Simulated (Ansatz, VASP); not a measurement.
# One calculation of ScAl, two programs

```
CELL_PARAMETERS angstrom
3.20489 0.00000 0.00000
0.00000 3.20489 0.00000
0.00000 0.00000 3.20489
ATOMIC_POSITIONS crystal
Sc 0.50000 0.50000 0.50000
Al 0.00000 0.00000 0.00000
```

Alike in both runs: task single point; functional PBEsol; k mesh 12 × 12 × 12; occupations gaussian, width 0.1 eV; no spin polarisation.

```csv
,VASP,Ansatz
version,VASP 6.6.1,Ansatz 0.2.0
potentials or method,"VASP PAW PBE potentials, release 64 (Sc_sv, Al), cutoff 520 eV","scalar-relativistic, plane waves, PAW"
valence electrons in the cell,14,14
```

|  | VASP | Ansatz | Ansatz less VASP |
| --- | --- | --- | --- |
| gap on the k mesh at the Fermi level (eV) | none | none | - |
| pressure (GPa) | 13.7 | 13.5 | -0.23 |

VASP's potentials were made for PBE, not for PBEsol. A gap of «none» marks a metal or a gap that the smearing closes.
